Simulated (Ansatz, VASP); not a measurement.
## W in VASP and in Ansatz

```
CELL_PARAMETERS angstrom
0.00000 2.03000 2.03000
2.03000 0.00000 2.03000
2.03000 2.03000 0.00000
ATOMIC_POSITIONS crystal
W 0.00000 0.00000 0.00000
```

Alike in both runs: functional PBEsol; k mesh 8 × 8 × 8; occupations fermi-dirac, width 0.05 eV; non-collinear spin, spin-orbit coupling.

|  | VASP | Ansatz |
| --- | --- | --- |
| version | VASP 6.6.1 | Ansatz 0.2.0 |
| potentials or method | VASP PAW PBE potentials, release 64 (W_sv) | Ansatz PAW |
| plane-wave cutoff (eV) | 520 | 420 |
| valence electrons in the cell | 14 | 14 |
| task | single point | band structure |

```csv
,VASP,Ansatz,Ansatz less VASP
pressure (GPa),-10.9,-11.9,-0.99
net moment per atom (μB),0.00,0.00,0.000
```

VASP's potentials were made for PBE, not for PBEsol.
